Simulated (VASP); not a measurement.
Wanted: the native input for a VASP 6.6.1 run.

| Quantity | Value |
| --- | --- |
| Task | single point |
| Functional | PBE |
| Potentials or basis | VASP PAW PBE potentials, release 64 (N) |
| Cutoff | 600 eV |
| k mesh | 2 × 2 × 2 |
| Occupations | gaussian, width 0.01 eV |
| Spin | no spin polarisation |
| Dipole correction | no |
| Further INCAR settings | ALGO = Normal; EDIFF = 1e-06; NBANDS = 18 |

The structure of N lies in POSCAR:

```
N
1.0
    5.6054090000      0.0000000000      0.0000000000
    0.0000000000      5.6054090000      0.0000000000
    0.0000000000      0.0000000000      5.6054090000
N
4
Direct
    0.4767900000      0.9767900000      0.5232100000
    0.9767900000      0.5232100000      0.4767900000
    0.0232100000      0.0232100000      0.0232100000
    0.5232100000      0.4767900000      0.9767900000
```

The input as run:

INCAR

```
PREC = Accurate
ENCUT = 600
EDIFF = 1E-6
ISMEAR = 0
SIGMA = 0.01
LREAL = False
LASPH = True
NELM = 120
ALGO = Normal
ISIF = 2
LWAVE = False
LCHARG = True
GGA = PE
LELF = True
LVHAR = True
NBANDS = 18
GGA_COMPAT = False
```

KPOINTS

```
regular mesh
0
Gamma
  2 2 2
```

Potentials or basis: VASP PAW PBE potentials, release 64 (N).

Command:

```bash
$ cat potpaw_PBE.64/N/POTCAR > POTCAR
$ mpirun -np 1 vasp_std > vasp.out
```

It gave:

| Item | Value |
| --- | --- |
| Pressure | -4.1 GPa |
| Largest force | 0.366 eV/Å |
| Band gap on the k mesh | zero (bands 10 and 11 overlap by 0.17 eV) |

Caveat: the k points lie up to 0.56 Å⁻¹ apart.

Wall time 13 s on 1 thread of AMD EPYC 9R45 (Zen 5), on a shared host, peak memory 0.27 GiB.
